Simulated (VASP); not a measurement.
Wanted: the native input for a VASP 6.6.1 run.

```
Task                   : relaxation of cell and atoms
Functional             : PBEsol
Potentials or basis    : VASP PAW PBE potentials, release 64 (Mo_sv)
Cutoff                 : 600 eV
k mesh                 : 18 × 18 × 16
Occupations            : gaussian, width 0.1 eV
Spin                   : no spin polarisation
Dipole correction      : no
Further INCAR settings : ALGO = Fast; EDIFF = 1e-06; IBRION = 2; EDIFFG = -0.005; NSW = 100; ISIF = 3
```

The structure of Mo lies in POSCAR:

```
Mo
1.0
    2.7355103972      0.0000000000      0.0000000000
   -1.3677551986      2.3690214963      0.0000000000
    0.0000000000      0.0000000000      2.5551807000
Mo
1
Direct
    0.0000000000      0.0000000000      0.5000000000
```

The input as run:

INCAR

```
  PREC = Accurate
  ENCUT = 600
  EDIFF = 1E-6
  ISMEAR = 0
  SIGMA = 0.1
  LREAL = F
  LASPH = T
  NELM = 60
  ALGO = Fast
  ISIF = 3
  LWAVE = F
  LCHARG = F
  GGA = PS
  IBRION = 2
  NSW = 100
  EDIFFG = -0.005
```

KPOINTS

```
Automatic mesh
0
Gamma
  18 18 16
```

Potentials or basis: VASP PAW PBE potentials, release 64 (Mo_sv).

The run is started by

```bash
$ cat potpaw_PBE.64/Mo_sv/POTCAR > POTCAR
$ mpirun -np 1 vasp_std > vasp.out
```

It gave:

The relaxed volume is 16.27 Å³/atom, the relaxed cell is a = 2.743 Å, b = 2.743 Å, c = 2.496 Å, α = 90.00°, β = 90.00°, γ = 120.00° and the space group after relaxing (to 0.05 Å) is P6/mmm (No. 191). The energy gained by relaxing is 9.8 meV/atom, the ionic steps are 6 and the pressure after relaxing is 0.0 GPa. The band gap on the k mesh is zero (band 7 reaches 12.65 eV, above the bottom of band 8 at 10.72 eV).

Caveat: the PAW data sets were made with another functional, which shifts forces and pressure a little.

Run time: 9.8 min on 1 thread of AMD EPYC 7R13 (shared host), peak memory 0.17 GiB.
